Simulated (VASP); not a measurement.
SnO2: single point with PBE

Crystal: SnO2.

```
Sn O
1.0
     3.22769    0.00000    0.00000
    -1.61384    2.79526    0.00000
     0.00000    0.00000    5.48291
Sn O
1 2
Direct
  0.00000 0.00000 0.00000
  0.66667 0.33333 0.81553
  0.33333 0.66667 0.18447
```

```yaml
Program: VASP 6.6.1
Task: single point
Functional: PBE
Potentials_or_basis: VASP PAW PBE potentials, release 64 (Sn_d, O)
Cutoff: 520 eV
k_mesh: 12 × 12 × 6
Occupations: gaussian, width 0.02 eV
Spin: no spin polarisation
Dipole_correction: no
Further_INCAR_settings: ALGO = Normal; EDIFF = 1e-07; NBANDS = 20
```

* Pressure: 0.5 GPa
* Largest force: 0.054 eV/Å
* Band gap on the k mesh: 2.28 eV (least direct gap 2.61 eV)

Forces on the atoms (eV/Å):
```
Sn   0.000  0.000  0.000
O    0.000  0.000 -0.054
O    0.000  0.000  0.054
```

Stress tensor (GPa, compression positive):
```
0.69 0.00 0.00
0.00 0.69 0.00
0.00 0.00 0.22
```

Levels at points of the mesh, in eV from the valence-band top:
```
           k point  band 11  band 12  band 13  band 14  band 15  band 16
(0.00, 0.00, 0.00)    -0.75    -0.75    -0.33     2.28     5.88    10.05
(0.50, 0.00, 0.00)    -1.24    -0.38    -0.13     5.39     7.46    10.55
(0.00, 0.00, 0.50)    -0.82    -0.74    -0.74     2.93     5.65    10.18
(0.50, 0.00, 0.50)    -1.08    -0.41    -0.16     5.33     7.30    10.38
```

Run time: 28 s on 1 thread of Intel(R) Xeon(R) 6975P-C (Granite Rapids) (shared host), peak memory 0.22 GiB.

Caveat: spin-orbit coupling is left out, which moves the levels of the heavy elements. A k mesh can miss the band edges.
